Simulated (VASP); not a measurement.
NaI: single point with PBE

NaI:

```
CELL_PARAMETERS angstrom
0.00000 3.32811 3.32811
3.32811 0.00000 3.32811
3.32811 3.32811 0.00000
ATOMIC_POSITIONS crystal
Na 0.00000 0.00000 0.00000
I 0.50000 0.50000 0.50000
```

* Program: VASP 6.6.1
* Task: single point
* Functional: PBE
* Potentials or basis: VASP PAW PBE potentials, release 64 (Na_pv, I)
* Cutoff: 520 eV
* k mesh: 6 × 6 × 6
* Occupations: gaussian, width 0.01 eV
* Spin: no spin polarisation

The pressure is -0.8 GPa and the band gap on the k mesh is 3.43 eV.

Levels at points of the mesh, in eV from the valence-band top:
```
           k point  band 5  band 6  band 7  band 8  band 9  band 10
(0.00, 0.00, 0.00)    0.00    0.00    0.00    3.43    7.92     7.92
(0.50, 0.00, 0.00)   -1.90   -0.23   -0.23    5.06    7.36     7.36
(0.50, 0.50, 0.00)   -1.64   -0.64   -0.64    4.42    5.69     9.35
```

It took 17 s on 1 thread of Intel(R) Xeon(R) Platinum 8488C (Sapphire Rapids) (shared host), peak memory 0.2 GiB.

Caveat: spin-orbit coupling is left out, which moves the levels of the heavy elements. A hybrid or GW would open this gap; PBE tends to underestimate it.
